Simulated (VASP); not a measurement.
A run of VASP 6.6.1 is set up as follows.

Contents of POSCAR:

```
LiH
1.0
    0.0000000000      1.9705463247      2.0029948411
    1.9705463247      0.0000000000      2.0029948411
    1.9705463247      1.9705463247      0.0000000000
Li H
1 1
Direct
    0.0000000000      0.0000000000      0.0000000000
    0.5000000000      0.5000000000      0.5000000000
```

Contents of INCAR.step1:

```
PREC = Accurate
ENCUT = 520
ISMEAR = 0
SIGMA = 0.01
LREAL = F
LASPH = T
NELM = 100
NBANDS = 9
GGA = PE
ALGO = Normal
EDIFF = 1E-4
LWAVE = T
LCHARG = F
```

Contents of INCAR.step2:

```
PREC = Accurate
ENCUT = 520
EDIFF = 1E-6
ISMEAR = 0
SIGMA = 0.01
LREAL = F
LASPH = T
NELM = 100
ALGO = Normal
ISIF = 2
LWAVE = F
LCHARG = T
METAGGA = R2SCAN
LMIXTAU = T
LELF = T
LVHAR = T
NBANDS = 9
ISTART = 1
```

The input KPOINTS:

```
regular mesh
0
Gamma
  10 10 10
```

Potentials or basis: VASP PAW PBE potentials, release 64 (Li_sv, H).

Launch:

```sh
$ cat potpaw_PBE.64/Li_sv/POTCAR potpaw_PBE.64/H/POTCAR > POTCAR
$ cp INCAR.step1 INCAR
$ mpirun -np 1 vasp_std > vasp.out
$ cp INCAR.step2 INCAR
$ mpirun -np 1 vasp_std > vasp.out
```

(1) Predict the band gap on the k mesh.

## Answers

(1) 3.36 eV (least direct gap 3.49 eV).

Caveat: the cell differs from its parent crystal (biaxial xy strain -1.6%).
